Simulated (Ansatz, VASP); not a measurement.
Two plane-wave programs on GaAs

POSCAR

```
GaAs
1.0
    0.0000000000      2.6915434710      2.6915434710
    2.6915434710      0.0000000000      2.6915434710
    2.6915434710      2.6915434710      0.0000000000
Ga As
1 1
Direct
    0.0000000000      0.0000000000      0.0000000000
    0.7500000000      0.7500000000      0.7500000000
```

File INCAR.step1:

```
PREC = Accurate ; ENCUT = 520
ISMEAR = 0 ; SIGMA = 0.05
LREAL = F ; LASPH = T
NELM = 100 ; NBANDS = 16
GGA = PE ; ALGO = Normal
EDIFF = 1E-4 ; LWAVE = T
LCHARG = F
```

The input INCAR.step2:

```
PREC = Accurate ; ENCUT = 520
EDIFF = 1E-6 ; ISMEAR = 0
SIGMA = 0.05 ; LREAL = F
LASPH = T ; NELM = 100
ALGO = Normal ; ISIF = 2
LWAVE = F ; LCHARG = F
METAGGA = R2SCAN ; LMIXTAU = T
NBANDS = 16 ; ISTART = 1
```

Contents of KPOINTS:

```
Automatic mesh
0
Gamma
  8 8 8
```

Input for Ansatz:

```yaml
crystal:
  lattice:
    - [0.0, 2.691543471, 2.691543471]
    - [2.691543471, 0.0, 2.691543471]
    - [2.691543471, 2.691543471, 0.0]
  atoms:
    - { symbol: Ga, position: [0.0, 0.0, 0.0] }
    - { symbol: As, position: [0.75, 0.75, 0.75] }
basis:
  ecutwfc: 500
kpoints:
  mp_grid: { grid: [8, 8, 8] }
hamiltonian:
  xc: r2scan
scf:
  occupations: { method: gaussian, width: 0.05 }
output:
  forces: true
  stress: true
  eigenvalues: true
  write_density: true
  write_potential: true
  elf: true
  volumetric_format: npy
```

Change from the starting cell: strain -0.050 along x and y, -0.050 along z, atoms carried along.

Alike in both runs: task single point; functional r2SCAN; k mesh 8 × 8 × 8; occupations gaussian, width 0.05 eV; no spin polarisation.

|  | VASP | Ansatz |
| --- | --- | --- |
| version | VASP 6.6.1 | Ansatz 0.2.0 |
| potentials or method | VASP PAW PBE potentials, release 64 (Ga_d, As), cutoff 520 eV | scalar-relativistic, plane waves, PAW |
| valence electrons in the cell | 18 | 28 |

```tsv
	VASP	Ansatz	Ansatz less VASP
gap on the k mesh at the Fermi level (eV)	1.45	1.46	+0.012
least direct gap on the mesh (eV)	2.23	2.25	+0.021
pressure (GPa)	16.0	15.8	-0.21
```

VASP's potentials were made for PBE, not for r2SCAN. VASP's potentials hold 18 valence electrons a cell and Ansatz's 28, so a difference there can come from the potentials and not from the codes.
